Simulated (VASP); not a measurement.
Wanted: the native input for a VASP 6.6.1 run.

* Task: relaxation of cell and atoms
* Functional: PBEsol
* Potentials or basis: VASP PAW PBE potentials, release 64 (As)
* Cutoff: 600 eV
* k mesh: 16 × 16 × 16
* Occupations: gaussian, width 0.1 eV
* Spin: no spin polarisation
* Dipole correction: no
* Further INCAR settings: ALGO = Normal; EDIFF = 1e-06; IBRION = 2; EDIFFG = -0.01; NSW = 100; ISIF = 3

The structure of As lies in POSCAR:

```
As
1.0
    0.0000000000      3.0157625131      3.0157625131
    3.0157625131      0.0000000000      3.0157625131
    3.0157625131      3.0157625131      0.0000000000
As
2
Direct
    0.0000000000      0.0000000000      0.0000000000
    0.2500000000      0.2500000000      0.2500000000
```

This isn't the form of As at room conditions, which is rhombohedral.

One way to write it, as run:

INCAR

```
  ALGO = Normal
  EDIFF = 1E-6
  EDIFFG = -0.01
  ENCUT = 600
  GGA = PS
  IBRION = 2
  ISIF = 3
  ISMEAR = 0
  LASPH = True
  LCHARG = False
  LREAL = False
  LWAVE = False
  NELM = 80
  NSW = 100
  PREC = Accurate
  SIGMA = 0.1
```

KPOINTS

```
k-points
0
Gamma
  16 16 16
```

Potentials or basis: VASP PAW PBE potentials, release 64 (As).

Run with:

```bash
$ cat potpaw_PBE.64/As/POTCAR > POTCAR
$ mpirun -np 1 vasp_std > vasp.out
```

It gave:

```yaml
Relaxed_volume: 27.30 Å³/atom
Relaxed_cell: a = 4.258 Å, b = 4.258 Å, c = 4.258 Å, α = 60.00°, β = 60.00°, γ = 60.00°
Space_group_after_relaxing_to_0.1_Å: Fd-3m (No. 227)
Energy_gained_by_relaxing: 0.1 meV/atom
Ionic_steps: 3
Pressure_after_relaxing: 0.0 GPa
Band_gap_on_the_k_mesh: zero (bands 5 and 6 overlap by 1.84 eV)
```

Caveat: the PAW data sets were made with another functional, which shifts forces and pressure a little.

Wall time 120 s on 1 thread of Intel Xeon 8259CL, with other jobs on the host, peak memory 0.26 GiB.
